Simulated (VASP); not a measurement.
Zn: single point with PBE

Crystal: Zn.

```
CELL_PARAMETERS angstrom
-0.51435 1.84146 1.84146
1.84146 -0.51435 1.84146
1.84146 1.84146 -0.51435
ATOMIC_POSITIONS crystal
Zn 0.00000 0.00000 0.00000
```

```json
{"Program": "VASP 6.6.1", "Task": "single point", "Functional": "PBE", "Potentials or basis": "VASP PAW PBE potentials, release 64 (Zn)", "Cutoff": "520 eV", "k mesh": "22 × 22 × 22", "Occupations": "gaussian, width 0.15 eV", "Spin": "no spin polarisation", "Dipole correction": "no", "Further INCAR settings": "ALGO = Fast; EDIFF = 1e-06; NBANDS = 12"}
```

- Pressure: -1.1 GPa
- Band gap on the k mesh: zero (bands 6 and 7 overlap by 5.03 eV)

Stress tensor (GPa, compression positive):
```
-1.07  1.90  1.90
 1.90 -1.07  1.90
 1.90  1.90 -1.07
```

Levels at points of the mesh, in eV from the Fermi level:
| k point | band 4 | band 5 | band 6 | band 7 | band 8 | band 9 |
| --- | --- | --- | --- | --- | --- | --- |
| (0.00, 0.00, 0.00) | -6.80 | -6.80 | -6.79 | 13.09 | 13.09 | 13.78 |
| (0.50, 0.00, 0.00) | -6.85 | -6.79 | -2.74 | -2.61 | 14.95 | 15.17 |
| (0.50, 0.50, 0.00) | -6.88 | -6.49 | -0.02 | 1.98 | 3.73 | 7.67 |
| (0.50, 0.50, 0.50) | -6.50 | -6.50 | 1.34 | 4.49 | 8.31 | 8.31 |

It took 2.1 min on 1 thread of Intel(R) Xeon(R) Platinum 8259CL CPU @ 2.50GHz (Skylake/Cascade Lake), on a shared host, peak memory 0.3 GiB.
